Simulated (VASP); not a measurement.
Runs of VASP 6.6.1 on Re. The structure is that of space group P6_3/mmc (No. 194), or close to it. The cells are those of the table. 

| cell | gap on the mesh (eV) | pressure (GPa) |
| --- | --- | --- |
| a = 2.833, b = 2.833, c = 4.574 Å, angles 90.0, 90.0, 120.0°, 2 atoms | none | -20.2 |
| a = 2.646, b = 2.646, c = 4.272 Å, angles 90.0, 90.0, 120.0°, 2 atoms | none | (a) |
| a = 2.867, b = 2.867, c = 4.630 Å, angles 90.0, 90.0, 120.0°, 2 atoms | none | (b) |
| a = 2.761, b = 2.761, c = 4.458 Å, angles 90.0, 90.0, 120.0°, 2 atoms | none | 5.4 |
| a = 2.685, b = 2.685, c = 4.336 Å, angles 90.0, 90.0, 120.0°, 2 atoms | none | 45.4 |

Alike in all rows: task single point; level PBE; potentials or basis VASP PAW PBE potentials, release 64 (Re); no spin polarisation; k mesh 10 × 10 × 5; cutoff (eV) 600; smearing methfessel-paxton 0.1 eV.

Estimate the missing entries.

(a) 72.9; (b) -29.4.

Caveats: spin-orbit coupling is left out, which moves the levels of the heavy elements; the cell stands under pressure (at least some runs); the cell stands under tension (at least some runs).

A k mesh can miss the band edges, and the runs leave out spin-orbit coupling on Re.

A gap of «none» marks levels without a gap at the run's occupations.
